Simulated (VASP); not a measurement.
AlRu: single point with PBE

AlRu:

```
Al Ru
1.0
     0.00000   -3.00408    0.00000
     0.00000    0.00000   -3.00408
     8.71225    0.00000    0.00000
Al Ru
3 3
Direct
  0.00000 0.00000 0.25859
  0.00000 0.00000 0.60340
  0.00000 0.00000 0.94821
  0.50000 0.50000 0.08619
  0.50000 0.50000 0.43100
  0.50000 0.50000 0.77581
```

This cell differs from its parent crystal: the distance across one plane changed.

```yaml
Program: VASP 6.6.1
Task: single point
Functional: PBE
Potentials_or_basis: VASP PAW PBE potentials, release 64 (Al, Ru_pv)
Cutoff: 520 eV
k_mesh: 20 × 20 × 7
Occupations: gaussian, width 0.15 eV
Spin: no spin polarisation
Dipole_correction: no
Further_INCAR_settings: ALGO = Fast; EDIFF = 1e-06; NBANDS = 34
```

The pressure is 9.4 GPa. The largest force is 2.442 eV/Å and the band gap on the k mesh is zero (an odd number of electrons rules out a gap without spin polarisation).

Forces in eV/Å, atoms in the order of the input:
```
Al   0.614  0.000  0.000
Al  -0.075  0.000  0.000
Al  -1.928  0.000  0.000
Ru   2.442  0.000  0.000
Ru   0.016  0.000  0.000
Ru  -1.070  0.000  0.000
```

Stress tensor (GPa, compression positive):
```
14.47  0.00  0.00
 0.00  6.90  0.00
 0.00  0.00  6.90
```

Levels at points of the mesh, in eV from the Fermi level:
| k point | band 23 | band 24 | band 25 | band 26 | band 27 | band 28 | band 29 | band 30 |
| --- | --- | --- | --- | --- | --- | --- | --- | --- |
| (0.00, 0.00, 0.00) | -0.23 | 0.24 | 0.25 | 0.25 | 0.33 | 2.30 | 3.26 | 5.76 |
| (0.50, 0.00, 0.00) | -1.33 | -1.29 | -1.07 | -0.80 | 0.49 | 1.79 | 1.94 | 2.15 |
| (0.50, 0.50, 0.00) | 0.02 | 1.27 | 1.49 | 1.56 | 2.69 | 2.69 | 3.14 | 3.14 |

Wall time 9.7 min on 1 thread of Intel(R) Xeon(R) Platinum 8488C (Sapphire Rapids), on a shared host, peak memory 0.6 GiB.

Caveat: the cell differs from its parent crystal (the distance across one plane changed); the cell stands under pressure; forces of over 1 eV/Å act on the atoms, so gaps and moduli don't describe the material at rest.
